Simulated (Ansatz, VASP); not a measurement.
# Pd: VASP beside Ansatz

POSCAR

```
Pd
1.0
   -1.5722810000      1.5722810000      1.5722810000
    1.5722810000     -1.5722810000      1.5722810000
    1.5722810000      1.5722810000     -1.5722810000
Pd
1
Direct
    0.0000000000      0.0000000000      0.0000000000
```

The input INCAR.step1:

```
SYSTEM = Pd
ALGO = Normal
EDIFF = 1E-4
ENCUT = 520
GGA = PE
ISMEAR = -1
LASPH = .TRUE.
LCHARG = .FALSE.
LREAL = .FALSE.
LWAVE = .TRUE.
NBANDS = 11
NELM = 80
PREC = Accurate
SIGMA = 0.05
```

INCAR.step2

```
SYSTEM = Pd
ALGO = Normal
EDIFF = 1E-7
ENCUT = 520
ISIF = 2
ISMEAR = -1
ISTART = 1
LASPH = .TRUE.
LCHARG = .FALSE.
LMIXTAU = .TRUE.
LREAL = .FALSE.
LWAVE = .FALSE.
METAGGA = R2SCAN
NBANDS = 11
NELM = 80
PREC = Accurate
SIGMA = 0.05
```

Contents of KPOINTS:

```
k-points
0
G
  10 10 10
  0 0 0
```

Input for Ansatz:

```yaml
crystal:
  lattice:
    - [-1.572281, 1.572281, 1.572281]
    - [1.572281, -1.572281, 1.572281]
    - [1.572281, 1.572281, -1.572281]
  atoms:
    - { symbol: Pd, position: [0.0, 0.0, 0.0] }
basis:
  ecutwfc: 600.0
kpoints:
  mp_grid:
    grid: [10, 10, 10]
hamiltonian:
  xc: r2scan
scf:
  occupations:
    method: fermi_dirac
    width: 0.05
output:
  stress: true
```

Alike in both runs: task single point; functional r2SCAN; k mesh 10 × 10 × 10; occupations fermi-dirac, width 0.05 eV; no spin polarisation.

```csv
,VASP,Ansatz
version,VASP 6.6.1,Ansatz 0.2.0
potentials or method,"VASP PAW PBE potentials, release 64 (Pd), cutoff 520 eV","plane waves, PAW"
valence electrons in the cell,10,18
```

|  | VASP | Ansatz | Ansatz less VASP |
| --- | --- | --- | --- |
| pressure (GPa) | -4.9 | -5.4 | -0.51 |

VASP's potentials were made for PBE, not for r2SCAN. The functional is the same, so the differences come from potentials, cutoffs and numerics. VASP's potentials hold 10 valence electrons a cell and Ansatz's 18, so a difference there can come from the potentials and not from the codes.
